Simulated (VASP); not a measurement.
Write the native input for VASP 6.6.1 that does the following.

| Item | Value |
| --- | --- |
| Task | single point |
| Functional | HSE06 |
| Potentials or basis | VASP PAW PBE potentials, release 64 (Rb_sv, Cl) |
| Cutoff | 400 eV |
| k mesh | 4 × 4 × 4 |
| Occupations | gaussian, width 0.01 eV |
| Spin | no spin polarisation |
| Dipole correction | no |
| Grid for exact exchange (PRECFOCK) | Normal |
| Further INCAR settings | ALGO = Normal; EDIFF = 1e-06; NBANDS = 15 |
| Screening parameter | 0.2079 1/Å |

The system is RbCl.

```
Rb Cl
1.0
     0.00000    3.30582    3.30582
     3.30582    0.00000    3.30582
     3.30582    3.30582    0.00000
Rb Cl
1 1
Direct
  0.00000 0.00000 0.00000
  0.50000 0.50000 0.50000
```

One way to write it, as run:

POSCAR

```
RbCl
1.0
    0.0000000000      3.3058242375      3.3058242375
    3.3058242375      0.0000000000      3.3058242375
    3.3058242375      3.3058242375      0.0000000000
Rb Cl
1 1
Direct
    0.0000000000      0.0000000000      0.0000000000
    0.5000000000      0.5000000000      0.5000000000
```

INCAR.step1

```
SYSTEM = RbCl
PREC = Accurate
ENCUT = 400
EDIFF = 1E-5
ISMEAR = 0
SIGMA = 0.01
LREAL = .False.
LASPH = .True.
NELM = 120
ALGO = Normal
ISIF = 2
LWAVE = .True.
NBANDS = 15
GGA = PE
GGA_COMPAT = .False.
```

INCAR.step2

```
SYSTEM = RbCl
PREC = Accurate
ENCUT = 400
EDIFF = 1E-6
ISMEAR = 0
SIGMA = 0.01
LREAL = .False.
LASPH = .True.
NELM = 120
ALGO = Normal
ISIF = 2
LWAVE = .False.
LCHARG = .True.
GGA = PE
LHFCALC = .True.
HFSCREEN = 0.2079
PRECFOCK = Normal
LELF = .True.
LVHAR = .True.
NBANDS = 15
ISTART = 1
GGA_COMPAT = .False.
```

KPOINTS

```
regular mesh
0
Gamma
  4 4 4
  0 0 0
```

Potentials or basis: VASP PAW PBE potentials, release 64 (Rb_sv, Cl).

Launch:

```sh
$ cat potpaw_PBE.64/Rb_sv/POTCAR potpaw_PBE.64/Cl/POTCAR > POTCAR
$ cp INCAR.step1 INCAR
$ mpirun -np 1 vasp_std > vasp.out
$ cp INCAR.step2 INCAR
$ mpirun -np 1 vasp_std > vasp.out
```

Results of the run:

- Pressure: 0.3 GPa
- Band gap on the k mesh: 6.25 eV, direct

Caveat: the PAW data sets were made with another functional, which shifts forces and pressure a little.

It took 3.9 min on 1 thread of Intel(R) Xeon(R) Platinum 8259CL CPU @ 2.50GHz (Skylake/Cascade Lake), with other jobs on the host, peak memory 0.27 GiB.
